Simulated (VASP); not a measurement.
**Be: single point with LDA**

The system is Be.

```
Be
1.0
     0.00000    1.49085    1.49085
     1.49085    0.00000    1.49085
     1.49085    1.49085    0.00000
Be
1
Cartesian
  0.0000 0.0000 0.0000
```

This isn't the form of Be at room conditions, which is hcp.

```yaml
Program: VASP 6.6.1
Task: single point
Functional: LDA
Potentials_or_basis: VASP PAW LDA potentials, release 64 (Be)
Cutoff: 600 eV
k_mesh: 14 × 14 × 14
Occupations: fermi-dirac, width 0.05 eV
Spin: no spin polarisation
```

- Pressure: 20.7 GPa
- Band gap on the k mesh: zero (bands 1 and 2 overlap by 0.33 eV)

Levels at points of the mesh, in eV from the Fermi level:
| k point | band 1 | band 2 | band 3 | band 4 | band 5 | band 6 |
| --- | --- | --- | --- | --- | --- | --- |
| (0.00, 0.00, 0.00) | -12.58 | 22.07 | 22.07 | 22.07 | 32.63 | 32.63 |
| (0.50, 0.00, 0.00) | -5.92 | 0.83 | 18.73 | 18.73 | 29.40 | 29.40 |
| (0.50, 0.50, 0.00) | -2.95 | 4.81 | 10.81 | 10.81 | 16.99 | 26.93 |

It took 3.6 s on 1 thread of AMD EPYC 7R13 Processor (Zen 3), with other jobs on the host, peak memory 0.08 GiB.

Caveat: the cell stands under pressure.
